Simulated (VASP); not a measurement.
# CuI (F-43m) in VASP: a series of runs

The runs below take CuI through single point, relaxation of cell and atoms, with PBEsol.

All numbers are computed with VASP 6.6.1; they aren't measurements. Logs are shortened: lines on timing, memory, paths and dates and some standing lists are left out, and cuts for length are marked.

**1. The cell of the first run**

The structure is cubic, space group F-43m (No. 216). Conventional cell: a = 5.868 Å, b = 5.868 Å, c = 5.868 Å, α = 90.00°, β = 90.00°, γ = 90.00°. Within 3.4 Å of Cu (site symmetry -43m) lie 4 I at 2.54 Å. I (site symmetry -43m) has 4 Cu at 2.54 Å within 3.4 Å.

**2. Single point, PBEsol, non-collinear spin, zero start, spin-orbit coupling**

The input, INCAR:

```
PREC = Accurate ; ENCUT = 520
EDIFF = 1E-6 ; ISMEAR = 0
SIGMA = 0.01 ; LREAL = False
LASPH = True ; NELM = 150
ALGO = Normal ; ISIF = 2
LWAVE = False ; LCHARG = False
MAGMOM = 0 0 0 0 0 0 ; LORBIT = 11
LSORBIT = True ; GGA_COMPAT = False
LORBMOM = True ; LMAXMIX = 4
GGA = PS ; NBANDS = 30
```

The input, KPOINTS:

```
regular mesh
0
Gamma
  6 6 6
```

The input, POSCAR:

```
CuI
1.0
    2.9340139393      2.9340139393      0.0000000000
   -2.9340139393      2.9340139393      0.0000000000
    0.0000000000      2.9340139393      2.9340139393
Cu I
1 1
Direct
    0.7500000000      0.2500000000      0.5000000000
    0.0000000000      0.0000000000      0.0000000000
```

Potentials or basis: VASP PAW PBE potentials, release 64 (Cu, I).

On the command line:

```
$ cat potpaw_PBE.64/Cu/POTCAR potpaw_PBE.64/I/POTCAR > POTCAR
$ mpirun -np 1 vasp_ncl > vasp.out
```

OUTCAR:

```text
PREC = Accurate
   ENCUT = 520
   EDIFF = 1E-6
   ISMEAR = 0
   LREAL = False
   LASPH = True
   NELM = 150
   ISIF = 2
   LORBIT = 11
   LSORBIT = True
   GGA = PS

 ion  position               nearest neighbor table
   1  0.750  0.250  0.500-   2 2.54   2 2.54   2 2.54   2 2.54
   2  0.000  0.000  0.000-   1 2.54   1 2.54   1 2.54   1 2.54

  LATTYP: Found a face centered cubic cell.
 ALAT       =     5.8680278786

  Lattice vectors:

 A1 = (   0.0000000000,   2.9340139393,   2.9340139393)
 A2 = (   2.9340139393,   0.0000000000,   2.9340139393)
 A3 = (   2.9340139393,   2.9340139393,   0.0000000000)

Analysis of symmetry for initial positions (statically):
=====================================================================
 Subroutine PRICEL returns:
 Original cell was already a primitive cell.

 Routine SETGRP: Setting up the symmetry group for a
 face centered cubic supercell.

 Subroutine GETGRP returns: Found 24 space group operations
 (whereof 24 operations were pure point group operations)
 out of a pool of 48 trial point group operations.

The static configuration has the point symmetry T_d .

Analysis of symmetry for dynamics (positions and initial velocities):
=====================================================================
 Subroutine PRICEL returns:
 Original cell was already a primitive cell.

 Routine SETGRP: Setting up the symmetry group for a
 face centered cubic supercell.

 Subroutine GETGRP returns: Found 24 space group operations
 (whereof 24 operations were pure point group operations)
 out of a pool of 48 trial point group operations.

The dynamic configuration has the point symmetry T_d .

Analysis of structural, dynamic, and magnetic symmetry:
=====================================================================
 Subroutine PRICEL returns:
 Original cell was already a primitive cell.

 Routine SETGRP: Setting up the symmetry group for a
 face centered cubic supercell.

 Subroutine GETGRP returns: Found 24 space group operations
 (whereof 24 operations were pure point group operations)
 out of a pool of 48 trial point group operations.

The overall configuration has the point symmetry T_d .

 Subroutine INISYM returns: Found 24 space group operations
 (whereof 24 operations are pure point group operations),
 and found     1 'primitive' translations

----------------------------------------------------------------------------------------

                                     Primitive cell

  volume of cell :      50.5146

  direct lattice vectors                    reciprocal lattice vectors
     2.934013939  2.934013939  0.000000000     0.170415005  0.170415005 -0.170415005
    -2.934013939  2.934013939  0.000000000    -0.170415005  0.170415005 -0.170415005
     0.000000000  2.934013939  2.934013939     0.000000000  0.000000000  0.340830010

  length of vectors
     4.149322305  4.149322305  4.149322305     0.295167447  0.295167447  0.340830010

  position of ions in fractional coordinates (direct lattice)
     0.750000000  0.250000000  0.500000000
     0.000000000  0.000000000  0.000000000

  ion indices of the primitive-cell ions
   primitive index   ion index
                 1           1
                 2           2

----------------------------------------------------------------------------------------

 KPOINTS: regular mesh

Automatic generation of k-mesh.
 Grid dimensions read from file:
 generate k-points for:    6    6    6

 Generating k-lattice:

  Cartesian coordinates                     Fractional coordinates (reciprocal lattice)
[... 92 lines left out ...]
   NGX = 15   NGY = 15   NGZ = 15

 number of electron      17.9999988 magnetization      -0.0000000     -0.0000000     -0.0000000

 number of electron      17.9999988 magnetization       0.0000000      0.0000000      0.0000000

 number of electron      17.9999988 magnetization       0.0000000     -0.0000000     -0.0000000

 number of electron      17.9999988 magnetization      -0.0000000      0.0000000      0.0000000

 Free energy of the ion-electron system (eV)
  ---------------------------------------------------
  ext. energy  EPLUGINS =         0.00000000
  ---------------------------------------------------
  free energy    TOTEN  =        -6.43388386 eV

  energy without entropy =       -6.43388386  energy(sigma->0) =       -6.43388386

 E-fermi :   5.6738     XC(G=0):  -9.5973

 val. band max:        5.5841504038   @ k =   0.0000   0.0000   0.0000
 cond. band min:       6.7054692100   @ k =   0.0000   0.0000   0.0000
 fundamental gap:      1.1213188062
 Fermi energy:         5.6737988851

 k-point     1 :       0.0000    0.0000    0.0000
  band No.  band energies     occupation
      1      -9.1760      1.00000
      2      -9.1760      1.00000
      3       0.9010      1.00000
      4       0.9010      1.00000
      5       1.4135      1.00000
      6       1.4135      1.00000
[... 715 lines left out ...]
     29      17.3093      0.00000
     30      17.3613      0.00000

------------------------ aborting loop because EDIFF is reached ----------------------------------------

  FORCE on cell =-STRESS in cart. coord.  units (eV):
  Direction    XX          YY          ZZ          XY          YZ          ZX
  --------------------------------------------------------------------------------------
  -------------------------------------------------------------------------------------
  Total        0.7060873      0.7060873      0.7060873      0.0000000      0.0000000      0.0000000
  in kB       22.3950732     22.3950732     22.3950732      0.0000000      0.0000000      0.0000000
  external PRESSURE =      22.3950732 kB  Pullay stress =       0.0000000 kB

 VOLUME and BASIS-vectors are now :
 -----------------------------------------------------------------------------
  energy-cutoff  :      520.00
  volume of cell :       50.51
      direct lattice vectors                 reciprocal lattice vectors
     2.934013939  2.934013939  0.000000000     0.170415005  0.170415005 -0.170415005
    -2.934013939  2.934013939  0.000000000    -0.170415005  0.170415005 -0.170415005
     0.000000000  2.934013939  2.934013939     0.000000000  0.000000000  0.340830010

 POSITION                                       TOTAL-FORCE (eV/Angst)
 -----------------------------------------------------------------------------------
      1.46701      4.40102      1.46701        -0.000000      0.000000      0.000000
      0.00000      0.00000      0.00000         0.000000     -0.000000     -0.000000
 -----------------------------------------------------------------------------------
    total drift:                                0.000000     -0.000000     -0.000000

  FREE ENERGIE OF THE ION-ELECTRON SYSTEM (eV)
  ---------------------------------------------------
  free  energy   TOTEN  =        -6.4338838551 eV

  energy  without entropy=       -6.4338838551  energy(sigma->0) =       -6.43388386

 orbital moment (x)

 # of ion     p       d       tot
 ----------------------------------------
  1        -0.000   0.000  -0.000
  2        -0.000  -0.000  -0.000
 ----------------------------------------
           -0.000   0.000  -0.000

 orbital moment (y)

 # of ion     p       d       tot
 ----------------------------------------
  1         0.000  -0.000   0.000
  2         0.000   0.000   0.000
 ----------------------------------------
            0.000  -0.000   0.000

 orbital moment (z)

 # of ion     p       d       tot
 ----------------------------------------
  1        -0.000   0.000  -0.000
  2         0.000   0.000   0.000
 ----------------------------------------
           -0.000   0.000  -0.000

 Spin-Orbit-Coupling matrix elements

 Ion:    1  E_soc:     -0.0105268
 l=   1
     0.0000000    -0.0004421    -0.0004421
    -0.0004421     0.0000000    -0.0004421
    -0.0004421    -0.0004421     0.0000000
 l=   2
     0.0000000    -0.0002691     0.0000000    -0.0002691    -0.0010433
    -0.0002691     0.0000000    -0.0007825    -0.0002691    -0.0002608
     0.0000000    -0.0007825     0.0000000    -0.0007825     0.0000000
    -0.0002691    -0.0002691    -0.0007825     0.0000000    -0.0002608
    -0.0010433    -0.0002608     0.0000000    -0.0002608     0.0000000
 l=   3
     0.0000000     0.0000000     0.0000000     0.0000000     0.0000000     0.0000000     0.0000000
     0.0000000     0.0000000     0.0000000     0.0000000     0.0000000     0.0000000     0.0000000
     0.0000000     0.0000000     0.0000000     0.0000000     0.0000000     0.0000000     0.0000000
     0.0000000     0.0000000     0.0000000     0.0000000     0.0000000     0.0000000     0.0000000
     0.0000000     0.0000000     0.0000000     0.0000000     0.0000000     0.0000000     0.0000000
     0.0000000     0.0000000     0.0000000     0.0000000     0.0000000     0.0000000     0.0000000
     0.0000000     0.0000000     0.0000000     0.0000000     0.0000000     0.0000000     0.0000000

 Ion:    2  E_soc:     -0.2508052
 l=   1
     0.0000000    -0.0416206    -0.0416206
    -0.0416206     0.0000000    -0.0416206
    -0.0416206    -0.0416206     0.0000000
 l=   2
     0.0000000    -0.0000596     0.0000000    -0.0000596    -0.0001206
    -0.0000596     0.0000000    -0.0000904    -0.0000596    -0.0000301
     0.0000000    -0.0000904     0.0000000    -0.0000904     0.0000000
    -0.0000596    -0.0000596    -0.0000904     0.0000000    -0.0000301
    -0.0001206    -0.0000301     0.0000000    -0.0000301     0.0000000
 l=   3
     0.0000000     0.0000000     0.0000000     0.0000000     0.0000000     0.0000000     0.0000000
     0.0000000     0.0000000     0.0000000     0.0000000     0.0000000     0.0000000     0.0000000
     0.0000000     0.0000000     0.0000000     0.0000000     0.0000000     0.0000000     0.0000000
     0.0000000     0.0000000     0.0000000     0.0000000     0.0000000     0.0000000     0.0000000
     0.0000000     0.0000000     0.0000000     0.0000000     0.0000000     0.0000000     0.0000000
     0.0000000     0.0000000     0.0000000     0.0000000     0.0000000     0.0000000     0.0000000
     0.0000000     0.0000000     0.0000000     0.0000000     0.0000000     0.0000000     0.0000000

 total charge

# of ion       s       p       d       tot
------------------------------------------
    1        0.366   0.328   9.319  10.012
    2        1.488   2.771   0.070   4.329
--------------------------------------------------
tot          1.854   3.098   9.389  14.342

 magnetization (x)

# of ion       s       p       d       tot
------------------------------------------
    1        0.000  -0.000   0.000  -0.000
    2        0.000   0.000  -0.000  -0.000
--------------------------------------------------
tot          0.000  -0.000  -0.000  -0.000

 magnetization (y)

# of ion       s       p       d       tot
------------------------------------------
    1        0.000   0.000  -0.000   0.000
    2       -0.000  -0.000   0.000  -0.000
--------------------------------------------------
tot          0.000  -0.000  -0.000   0.000

 magnetization (z)

# of ion       s       p       d       tot
------------------------------------------
    1       -0.000   0.000   0.000  -0.000
    2       -0.000   0.000  -0.000  -0.000
--------------------------------------------------
tot         -0.000   0.000   0.000  -0.000
```

It took 78 s on 1 thread of Intel Xeon Platinum 8259CL at 2.50GHz (Skylake/Cascade Lake), shared host; peak memory 0.32 GiB.

What came out:

| Property | Result |
| --- | --- |
| Free energy | -6.4339 eV |
| Pressure | 2.2 GPa |
| Net moment | 0.00 μB per cell |
| Valence electrons inside the program's atomic spheres | Cu 10.01; I 4.33 |

Moments on the atoms (μB; x, y, z):
```
Cu  0.00 0.00 0.00
I   0.00 0.00 0.00
```

Caveat: the PAW data sets were made with another functional, which shifts forces and pressure a little.

**3. Single point, PBEsol, non-collinear spin, zero start, spin-orbit coupling**

This run uses another cell than the first one, of 26.19 Å³/atom.

The input, INCAR:

```
SYSTEM = CuI
PREC = Accurate ; ENCUT = 520
EDIFF = 1E-6 ; ISMEAR = 0
SIGMA = 0.01 ; LREAL = .FALSE.
LASPH = .TRUE. ; NELM = 150
ALGO = Normal ; ISIF = 2
LWAVE = .FALSE. ; LCHARG = .FALSE.
MAGMOM = 0 0 0 0 0 0 ; LORBIT = 11
LSORBIT = .TRUE. ; GGA_COMPAT = .FALSE.
LORBMOM = .TRUE. ; LMAXMIX = 4
GGA = PS ; NBANDS = 30
```

The input, KPOINTS:

```
Automatic mesh
0
G
  6 6 6
  0 0 0
```

The input, POSCAR:

```
CuI
1.0
    2.9695406952      2.9695406952      0.0000000000
   -2.9695406952      2.9695406952      0.0000000000
    0.0000000000      2.9695406952      2.9695406952
Cu I
1 1
Direct
    0.7500000000      0.2500000000      0.5000000000
    0.0000000000      0.0000000000      0.0000000000
```

Potentials or basis: VASP PAW PBE potentials, release 64 (Cu, I).

On the command line:

```
$ cat potpaw_PBE.64/Cu/POTCAR potpaw_PBE.64/I/POTCAR > POTCAR
$ mpirun -np 1 vasp_ncl > vasp.out
```

It took 71 s on 1 thread of Intel Xeon Platinum 8259CL at 2.50GHz (Skylake/Cascade Lake), shared host; peak memory 0.33 GiB.

It converged, with:

| Property | Result |
| --- | --- |
| Free energy | -6.4478 eV |
| Pressure | 0.3 GPa |
| Net moment | 0.00 μB per cell |
| Valence electrons inside the program's atomic spheres | Cu 9.98; I 4.31 |

Moments on the atoms (μB; x, y, z):
```
Cu  0.00 0.00 0.00
I   0.00 0.00 0.00
```

Caveat: the PAW data sets were made with another functional, which shifts forces and pressure a little.

**4. Single point, PBEsol, non-collinear spin, zero start, spin-orbit coupling**

This run uses another cell than the first one, of 27.41 Å³/atom.

The input, INCAR:

```
SYSTEM = CuI
PREC = Accurate ; ENCUT = 520
EDIFF = 1E-6 ; ISMEAR = 0
SIGMA = 0.01 ; LREAL = .FALSE.
LASPH = .TRUE. ; NELM = 150
ALGO = Normal ; ISIF = 2
LWAVE = .FALSE. ; LCHARG = .FALSE.
LNONCOLLINEAR = .TRUE. ; MAGMOM = 0 0 0 0 0 0
LORBIT = 11 ; LSORBIT = .TRUE.
GGA_COMPAT = .FALSE. ; LORBMOM = .TRUE.
LMAXMIX = 4 ; GGA = PS
NBANDS = 30
```

The input, KPOINTS:

```
regular mesh
0
G
  6 6 6
  0 0 0
```

The input, POSCAR:

```
CuI
1.0
    3.0152293324      3.0152293324      0.0000000000
   -3.0152293324      3.0152293324      0.0000000000
    0.0000000000      3.0152293324      3.0152293324
Cu I
1 1
Direct
    0.7500000000      0.2500000000      0.5000000000
    0.0000000000      0.0000000000      0.0000000000
```

Potentials or basis: VASP PAW PBE potentials, release 64 (Cu, I).

On the command line:

```
$ cat potpaw_PBE.64/Cu/POTCAR potpaw_PBE.64/I/POTCAR > POTCAR
$ mpirun -np 1 vasp_ncl > vasp.out
```

OUTCAR:

```text
SYSTEM = CuI
   PREC = Accurate
   ENCUT = 520
   EDIFF = 1E-6
   ISMEAR = 0
   LREAL = .FALSE.
   LASPH = .TRUE.
   NELM = 150
   ISIF = 2
   LNONCOLLINEAR = .TRUE.
   LORBIT = 11
   LSORBIT = .TRUE.
   GGA = PS

 ion  position               nearest neighbor table
   1  0.750  0.250  0.500-   2 2.61   2 2.61   2 2.61   2 2.61
   2  0.000  0.000  0.000-   1 2.61   1 2.61   1 2.61   1 2.61

  LATTYP: Found a face centered cubic cell.
 ALAT       =     6.0304586648

  Lattice vectors:

 A1 = (   0.0000000000,   3.0152293324,   3.0152293324)
 A2 = (   3.0152293324,   0.0000000000,   3.0152293324)
 A3 = (   3.0152293324,   3.0152293324,   0.0000000000)

Analysis of symmetry for initial positions (statically):
=====================================================================
 Subroutine PRICEL returns:
 Original cell was already a primitive cell.

 Routine SETGRP: Setting up the symmetry group for a
 face centered cubic supercell.

 Subroutine GETGRP returns: Found 24 space group operations
 (whereof 24 operations were pure point group operations)
 out of a pool of 48 trial point group operations.

[... 984 lines left out ...]
     0.0000000     0.0000000     0.0000000     0.0000000     0.0000000     0.0000000     0.0000000
     0.0000000     0.0000000     0.0000000     0.0000000     0.0000000     0.0000000     0.0000000
     0.0000000     0.0000000     0.0000000     0.0000000     0.0000000     0.0000000     0.0000000
     0.0000000     0.0000000     0.0000000     0.0000000     0.0000000     0.0000000     0.0000000
     0.0000000     0.0000000     0.0000000     0.0000000     0.0000000     0.0000000     0.0000000

 Ion:    2  E_soc:     -0.2550547
 l=   1
     0.0000000    -0.0423591    -0.0423591
    -0.0423591     0.0000000    -0.0423591
    -0.0423591    -0.0423591     0.0000000
 l=   2
     0.0000000    -0.0000509     0.0000000    -0.0000509    -0.0000991
    -0.0000509     0.0000000    -0.0000743    -0.0000509    -0.0000248
     0.0000000    -0.0000743     0.0000000    -0.0000743     0.0000000
    -0.0000509    -0.0000509    -0.0000743     0.0000000    -0.0000248
    -0.0000991    -0.0000248     0.0000000    -0.0000248     0.0000000
 l=   3
     0.0000000     0.0000000     0.0000000     0.0000000     0.0000000     0.0000000     0.0000000
     0.0000000     0.0000000     0.0000000     0.0000000     0.0000000     0.0000000     0.0000000
     0.0000000     0.0000000     0.0000000     0.0000000     0.0000000     0.0000000     0.0000000
     0.0000000     0.0000000     0.0000000     0.0000000     0.0000000     0.0000000     0.0000000
     0.0000000     0.0000000     0.0000000     0.0000000     0.0000000     0.0000000     0.0000000
     0.0000000     0.0000000     0.0000000     0.0000000     0.0000000     0.0000000     0.0000000
     0.0000000     0.0000000     0.0000000     0.0000000     0.0000000     0.0000000     0.0000000

 total charge

# of ion       s       p       d       tot
------------------------------------------
    1        0.337   0.273   9.326   9.935
    2        1.490   2.745   0.056   4.292
--------------------------------------------------
tot          1.827   3.018   9.382  14.228

 magnetization (x)

# of ion       s       p       d       tot
------------------------------------------
    1        0.000   0.000  -0.000   0.000
    2       -0.000  -0.000   0.000  -0.000
--------------------------------------------------
tot         -0.000   0.000  -0.000  -0.000

 magnetization (y)

# of ion       s       p       d       tot
------------------------------------------
    1        0.000  -0.000  -0.000   0.000
    2       -0.000  -0.000  -0.000  -0.000
--------------------------------------------------
tot          0.000  -0.000  -0.000  -0.000

 magnetization (z)

# of ion       s       p       d       tot
------------------------------------------
    1        0.000   0.000  -0.000   0.000
    2        0.000  -0.000   0.000  -0.000
--------------------------------------------------
tot          0.000   0.000  -0.000   0.000
```

OSZICAR:

```text
N       E                     dE             d eps       ncg     rms          rms(c)
DAV:   1     0.134976378637E+03    0.13498E+03   -0.71870E+03  1320   0.129E+03
DAV:   2     0.761929847243E+01   -0.12736E+03   -0.11834E+03  1344   0.290E+02
DAV:   3    -0.605089044744E+01   -0.13670E+02   -0.13244E+02  1666   0.110E+02
DAV:   4    -0.671504389169E+01   -0.66415E+00   -0.66210E+00  1764   0.216E+01
DAV:   5    -0.674395917645E+01   -0.28915E-01   -0.28912E-01  1874   0.439E+00    0.683E+00
DAV:   6    -0.664922090461E+01    0.94738E-01   -0.39769E+00  1590   0.564E+01    0.438E+00
DAV:   7    -0.643637688803E+01    0.21284E+00   -0.95695E-01  1628   0.350E+01    0.235E+00
DAV:   8    -0.644167720779E+01   -0.53003E-02   -0.91639E-02  2170   0.564E+00    0.118E+00
DAV:   9    -0.643638333455E+01    0.52939E-02   -0.12712E-02  1816   0.313E+00    0.404E-01
DAV:  10    -0.643540542243E+01    0.97791E-03   -0.22818E-03  2094   0.123E+00    0.288E-01
DAV:  11    -0.643529682828E+01    0.10859E-03   -0.84444E-04  2154   0.549E-01    0.547E-02
DAV:  12    -0.643528360591E+01    0.13222E-04   -0.29019E-04  1782   0.547E-01    0.510E-02
DAV:  13    -0.643528118214E+01    0.24238E-05   -0.42504E-05  2088   0.105E-01    0.534E-02
DAV:  14    -0.643527739010E+01    0.37920E-05   -0.68633E-06  1902   0.812E-02    0.272E-02
DAV:  15    -0.643527754020E+01   -0.15009E-06   -0.61218E-06  2070   0.394E-02
   1 F= -.64352775E+01 E0= -.64352775E+01  d E =-.486844E-13  mag=    -0.0000     0.0000     0.0000
```

It took 77 s on 1 thread of Intel Xeon Platinum 8259CL at 2.50GHz (Skylake/Cascade Lake), shared host; peak memory 0.33 GiB.

What came out:

| Property | Result |
| --- | --- |
| Free energy | -6.4353 eV |
| Pressure | -1.8 GPa |
| Net moment | 0.00 μB per cell |
| Valence electrons inside the program's atomic spheres | Cu 9.94; I 4.29 |

Moments on the atoms (μB; x, y, z):
```
Cu  0.00 0.00 0.00
I   0.00 0.00 0.00
```

Caveat: the PAW data sets were made with another functional, which shifts forces and pressure a little.

(Continued in part 2 of 2.)
